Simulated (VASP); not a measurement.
# Tm3C2 (Pm-3m) in VASP: further runs, part 2 of 2

VASP 6.6.1. Earlier steps stand in the parts before.

## 4. Relaxation of cell and atoms, PBE

This run uses another cell than the first one, of 19.58 Å³/atom.

INCAR reads:

```
SYSTEM = Tm3C2
  ALGO = Normal
  EDIFF = 1E-7
  EDIFFG = -0.01
  ENCUT = 600
  GGA = PE
  GGA_COMPAT = .False.
  IBRION = 2
  ISIF = 3
  ISMEAR = 0
  LASPH = .True.
  LCHARG = .False.
  LMAXMIX = 6
  LREAL = .False.
  LWAVE = .False.
  NELM = 200
  NELMIN = 4
  NSW = 100
  PREC = Accurate
  SIGMA = 0.1
```

KPOINTS reads:

```
k-points
0
Gamma
  8 8 8
  0 0 0
```

POSCAR reads:

```
Tm3C2
1.0
    4.6090935754      0.0000000000      0.0000000000
    0.0000000000      4.6090935754      0.0000000000
    0.0000000000      0.0000000000      4.6090935754
Tm C
3 2
Direct
    0.5000000000      0.0000000000      0.0000000000
    0.0000000000      0.5000000000      0.0000000000
    0.0000000000      0.0000000000      0.5000000000
    0.0000000000      0.0000000000      0.0000000000
    0.5000000000      0.5000000000      0.5000000000
```

Potentials or basis: VASP PAW PBE potentials, release 64 (Tm_3, C), 4f in core.

Run with:

```console
$ cat potpaw_PBE.64/Tm_3/POTCAR potpaw_PBE.64/C/POTCAR > POTCAR
$ mpirun -np 1 vasp_std > vasp.out
```

OUTCAR:

```text
SYSTEM = Tm3C2
   EDIFF = 1E-7
   EDIFFG = -0.01
   ENCUT = 600
   GGA = PE
   IBRION = 2
   ISIF = 3
   ISMEAR = 0
   LASPH = .True.
   LREAL = .False.
   NELM = 200
   NELMIN = 4
   NSW = 100
   PREC = Accurate

 ion  position               nearest neighbor table
   1  0.500  0.000  0.000-   4 2.30   4 2.30   2 3.26   3 3.26   2 3.26   2 3.26   3 3.26   3 3.26
                             3 3.26   2 3.26
   2  0.000  0.500  0.000-   4 2.30   4 2.30   1 3.26   3 3.26   1 3.26   3 3.26   3 3.26   3 3.26
                             1 3.26   1 3.26
   3  0.000  0.000  0.500-   4 2.30   4 2.30   1 3.26   1 3.26   2 3.26   2 3.26   2 3.26   2 3.26
                             1 3.26   1 3.26
   4  0.000  0.000  0.000-   1 2.30   2 2.30   3 2.30   3 2.30   2 2.30   1 2.30
   5  0.500  0.500  0.500-

  LATTYP: Found a simple cubic cell.
 ALAT       =     4.6090935754

  Lattice vectors:

 A1 = (   4.6090935754,   0.0000000000,   0.0000000000)
 A2 = (   0.0000000000,   4.6090935754,   0.0000000000)
 A3 = (   0.0000000000,   0.0000000000,   4.6090935754)

Analysis of symmetry for initial positions (statically):
=====================================================================
[... 187 lines left out ...]
  -------------------------------------------------------------------------------------
  Total        0.4360452      0.4360452      0.4360452      0.0000000      0.0000000     -0.0000000
  in kB        7.1350245      7.1350245      7.1350245      0.0000000      0.0000000     -0.0000000
  external PRESSURE =       7.1350245 kB  Pullay stress =       0.0000000 kB
[... 65 lines left out ...]
--------------------------------------- Ionic step        3  -------------------------------------------

 number of electron      34.9999998 magnetization

 Free energy of the ion-electron system (eV)
  ---------------------------------------------------
  ext. energy  EPLUGINS =         0.00000000
  ---------------------------------------------------
  free energy    TOTEN  =       -29.54154738 eV

  energy without entropy =      -29.53375726  energy(sigma->0) =      -29.53765232

 E-fermi :   3.7157     XC(G=0): -10.3708

 val. band max:        3.7153338448   @ k =   0.5000   0.1250   0.0000
 cond. band min:       3.7166889583   @ k =   0.0000   0.0000   0.0000
 fundamental gap:      0.0013551135
 Fermi energy:         3.7156510085

 k-point     1 :       0.0000    0.0000    0.0000
  band No.  band energies     occupation
      1     -22.0846      2.00000
      2     -22.0846      2.00000
      3     -22.0846      2.00000
      4     -21.7001      2.00000
      5     -21.7001      2.00000
      6     -21.7001      2.00000
[... 565 lines left out ...]
     20       5.3414      0.00000
     21       5.4572      0.00000

 [... further k-points ...]

------------------------ aborting loop because EDIFF is reached ----------------------------------------

  FORCE on cell =-STRESS in cart. coord.  units (eV):
  Direction    XX          YY          ZZ          XY          YZ          ZX
  --------------------------------------------------------------------------------------
  -------------------------------------------------------------------------------------
  Total       -0.0099192     -0.0099192     -0.0099192     -0.0000000      0.0000000     -0.0000000
  in kB       -0.1609042     -0.1609042     -0.1609042     -0.0000000      0.0000000     -0.0000000
  external PRESSURE =      -0.1609042 kB  Pullay stress =       0.0000000 kB
[... 20 lines left out ...]
  FREE ENERGIE OF THE ION-ELECTRON SYSTEM (eV)
  ---------------------------------------------------
  free  energy   TOTEN  =       -29.5415473849 eV

  energy  without entropy=      -29.5337572573  energy(sigma->0) =      -29.53765232

 reached required accuracy - stopping structural energy minimisation
```

CONTCAR:

```text
Tm3C2
   1.00000000000000
     4.6224665777573852    0.0000000000000000   -0.0000000000000000
     0.0000000000000000    4.6224665777573852    0.0000000000000000
    -0.0000000000000000    0.0000000000000000    4.6224665777573852
  Tm              C
     3     2
Direct
     0.5000000000000000    0.0000000000000000    0.0000000000000000
     0.0000000000000000    0.5000000000000000    0.0000000000000000
     0.0000000000000000    0.0000000000000000    0.5000000000000000
     0.0000000000000000    0.0000000000000000    0.0000000000000000
     0.5000000000000000    0.5000000000000000    0.5000000000000000

  0.00000000E+00  0.00000000E+00  0.00000000E+00
  0.00000000E+00  0.00000000E+00  0.00000000E+00
  0.00000000E+00  0.00000000E+00  0.00000000E+00
  0.00000000E+00  0.00000000E+00  0.00000000E+00
  0.00000000E+00  0.00000000E+00  0.00000000E+00
```

Wall time 1.9 min (1 thread of Intel Xeon 6975P-C (Granite Rapids), shared host); peak memory 0.29 GiB.

Results:

- Free energy: -29.5415 eV
- Relaxed volume: 19.75 Å³/atom
- Relaxed cell: a = 4.622 Å, b = 4.622 Å, c = 4.622 Å, α = 90.00°, β = 90.00°, γ = 90.00°
- Space group after relaxing (to 0.1 Å): Pm-3m (No. 221)
- Energy gained by relaxing: 0.4 meV/atom
- Ionic steps: 3
- Pressure after relaxing: 0.0 GPa
- Band gap on the k mesh: zero (an odd number of electrons rules out a gap without spin polarisation)

Step by step:
| step | energy change (eV) | largest force (eV/Å) | pressure (GPa) | volume (Å³) |
| --- | --- | --- | --- | --- |
| 1 | 0.0000 | 0.0000 | 0.71 | 97.91 |
| 2 | -0.0015 | 0.0000 | -0.34 | 99.16 |
| 3 | -0.0019 | 0.0000 | -0.02 | 98.77 |

Final structure:
```cif
data_structure
_symmetry_space_group_name_H-M 'P 1'
_symmetry_Int_Tables_number 1
_cell_length_a 4.6225
_cell_length_b 4.6225
_cell_length_c 4.6225
_cell_angle_alpha 90.000
_cell_angle_beta 90.000
_cell_angle_gamma 90.000
_cell_volume 98.77
loop_
_atom_site_label
_atom_site_type_symbol
_atom_site_fract_x
_atom_site_fract_y
_atom_site_fract_z
_atom_site_occupancy
Tm1 Tm 0.50000 0.00000 0.00000 1
Tm2 Tm 0.00000 0.50000 0.00000 1
Tm3 Tm 0.00000 0.00000 0.50000 1
C1 C 0.00000 0.00000 0.00000 1
C2 C 0.50000 0.50000 0.50000 1
```

Levels at points of the mesh, in eV from the Fermi level:
```csv
k point,band 14,band 15,band 16,band 17,band 18,band 19,band 20,band 21
"(0.00, 0.00, 0.00)",-1.20,-1.16,-1.16,-1.09,-0.75,-0.75,-0.75,0.00
"(0.50, 0.00, 0.00)",-1.65,-1.65,-1.52,-1.52,-0.29,0.59,0.59,1.58
"(0.50, 0.50, 0.00)",-2.24,-2.24,-2.22,-1.91,1.49,1.49,1.70,1.72
"(0.50, 0.50, 0.50)",-4.83,-1.62,-1.62,-1.62,1.16,1.16,1.16,1.19
```

Caveat: spin-orbit coupling is left out, which moves the levels of the heavy elements; the 4f electrons are frozen in the core, so they carry no moment and show no levels.

## 5. The runs side by side

```tsv
task	cell	k mesh	gap on the mesh (eV)	pressure (GPa)	relaxed volume (Å³/atom)
relaxation of cell and atoms	relaxed from a = 4.757 Å, 5 atoms	4 × 4 × 4	-	0.0	19.71
single point	a = 4.606 Å, 5 atoms	8 × 8 × 8	none	0.9	-
relaxation of cell and atoms	relaxed from a = 4.609 Å, 5 atoms	8 × 8 × 8	none	0.0	19.75
```

Alike in all rows: level PBE; potentials or basis VASP PAW PBE potentials, release 64 (Tm_3, C), 4f in core; no spin polarisation; cutoff (eV) 600; smearing gaussian 0.1 eV.

Caveats: spin-orbit coupling is left out, which moves the levels of the heavy elements; the 4f electrons are frozen in the core, so they carry no moment and show no levels; the highest band is partly filled, so the run has too few bands (at least some runs).

Total energies depend on the potentials used, so only differences within one code and one set of settings carry meaning.
